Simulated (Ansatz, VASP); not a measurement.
# One calculation of HfC, two programs

File POSCAR:

```
HfC
1.0
    0.0000000000      2.3250013489      2.3250013489
    2.3250013489      0.0000000000      2.3250013489
    2.3250013489      2.3250013489      0.0000000000
Hf C
1 1
Direct
    0.5000000000      0.5000000000      0.5000000000
    0.0000000000      0.0000000000      0.0000000000
```

Contents of INCAR.step1:

```
SYSTEM = HfC
  ALGO = Normal
  EDIFF = 1E-4
  ENCUT = 520
  GGA = PE
  ISMEAR = 0
  LASPH = .TRUE.
  LCHARG = .FALSE.
  LREAL = .FALSE.
  LWAVE = .TRUE.
  NBANDS = 14
  NELM = 100
  PREC = Accurate
  SIGMA = 0.05
```

Contents of INCAR.step2:

```
SYSTEM = HfC
  ALGO = Normal
  EDIFF = 1E-7
  ENCUT = 520
  ISIF = 2
  ISMEAR = 0
  ISTART = 1
  LASPH = .TRUE.
  LCHARG = .FALSE.
  LMIXTAU = .TRUE.
  LREAL = .FALSE.
  LWAVE = .FALSE.
  METAGGA = R2SCAN
  NBANDS = 14
  NELM = 100
  PREC = Accurate
  SIGMA = 0.05
```

KPOINTS

```
k-points
0
G
  12 12 12
  0 0 0
```

Input for Ansatz:

```yaml
crystal:
  lattice:
    - [0.0, 2.3250013489, 2.3250013489]
    - [2.3250013489, 0.0, 2.3250013489]
    - [2.3250013489, 2.3250013489, 0.0]
  atoms:
    - { symbol: Hf, position: [0.5, 0.5, 0.5] }
    - { symbol: C, position: [0.0, 0.0, 0.0] }
basis:
  ecutwfc: 500
  ecutrho_ratio: 4
kpoints:
  mp_grid: { grid: [12, 12, 12] }
hamiltonian:
  xc: r2scan
scf:
  occupations: { method: gaussian, width: 0.05 }
output:
  forces: true
  stress: true
  eigenvalues: true
```

Alike in both runs: task single point; functional r2SCAN; k mesh 12 × 12 × 12; occupations gaussian, width 0.05 eV; no spin polarisation.

|  | VASP | Ansatz |
| --- | --- | --- |
| version | VASP 6.6.1 | Ansatz 0.2.0 |
| potentials or method | VASP PAW PBE potentials, release 64 (Hf_pv, C), cutoff 520 eV | scalar-relativistic, plane waves, PAW |
| valence electrons in the cell | 14 | 30 |

|  | VASP | Ansatz | Ansatz less VASP |
| --- | --- | --- | --- |
| gap on the k mesh at the Fermi level (eV) | none | none | - |
| pressure (GPa) | -2.5 | -1.5 | +1.09 |

VASP's potentials were made for PBE, not for r2SCAN. A gap of «none» marks a metal or a gap that the smearing closes. With one functional, cell and mesh, what is left measures potentials, basis and numerics. VASP's potentials hold 14 valence electrons a cell and Ansatz's 30, so a difference there can come from the potentials and not from the codes.

Neither program's run includes spin-orbit coupling.
